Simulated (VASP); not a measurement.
# Al3Cu2: single point with PBEsol

The system is Al3Cu2.

```
CELL_PARAMETERS angstrom
4.09859 0.00000 0.00000
-2.04929 3.54948 0.00000
0.00000 0.00000 4.98210
ATOMIC_POSITIONS crystal
Al 0.00000 0.00000 0.00000
Al 0.33333 0.66667 0.35151
Al 0.66667 0.33333 0.64849
Cu 0.25999 0.63000 0.87699
Cu 0.59333 0.29666 0.19241
```

This cell differs from its parent crystal: all Cu atoms moved +0.312 Å, as atom 4 towards its neighbour atom 5 (Cu) at 2.841 Å.

| Item | Value |
| --- | --- |
| Program | VASP 6.6.1 |
| Task | single point |
| Functional | PBEsol |
| Potentials or basis | VASP PAW PBE potentials, release 64 (Al, Cu) |
| Cutoff | 520 eV |
| k mesh | 12 × 12 × 10 |
| Occupations | gaussian, width 0.15 eV |
| Spin | no spin polarisation |
| Dipole correction | no |
| Further INCAR settings | ALGO = Fast; EDIFF = 1e-06; NBANDS = 24 |

| Item | Value |
| --- | --- |
| Pressure | 4.5 GPa |
| Largest force | 1.959 eV/Å |
| Band gap on the k mesh | zero (an odd number of electrons rules out a gap without spin polarisation) |

Forces in eV/Å, atoms in the order of the input:
```
Al  -1.623 -0.937  0.053
Al  -0.475 -0.274  1.235
Al  -0.445 -0.257  1.036
Cu   1.222  0.706 -1.094
Cu   1.320  0.762 -1.230
```

Stress tensor (GPa, compression positive):
```
 3.97 -0.88  1.57
-0.88  4.99  0.91
 1.57  0.91  4.68
```

Levels at points of the mesh, in eV from the Fermi level:
```csv
k point,band 14,band 15,band 16,band 17,band 18,band 19
"(0.00, 0.00, 0.00)",-0.21,-0.11,1.30,1.30,2.46,2.95
"(0.50, 0.00, 0.00)",-2.91,-2.44,-0.71,-0.08,0.36,3.05
"(0.00, 0.50, 0.00)",-2.96,-2.39,-0.74,-0.09,0.38,3.13
"(0.00, 0.00, 0.50)",1.14,1.26,1.30,1.73,2.19,2.60
"(0.50, 0.00, 0.50)",-3.52,-1.72,-0.13,0.75,0.94,5.00
"(0.00, 0.50, 0.50)",-3.58,-1.68,-0.17,0.79,0.92,4.92
```

It took 6.8 min on 1 thread of Intel(R) Xeon(R) 6975P-C (Granite Rapids), with other jobs on the host, peak memory 0.64 GiB.

Caveat: the cell differs from its parent crystal (all Cu atoms moved +0.312 Å, as atom 4 towards its neighbour atom 5 (Cu) at 2.841 Å); the cell stands under pressure; the PAW data sets were made with another functional, which shifts forces and pressure a little.
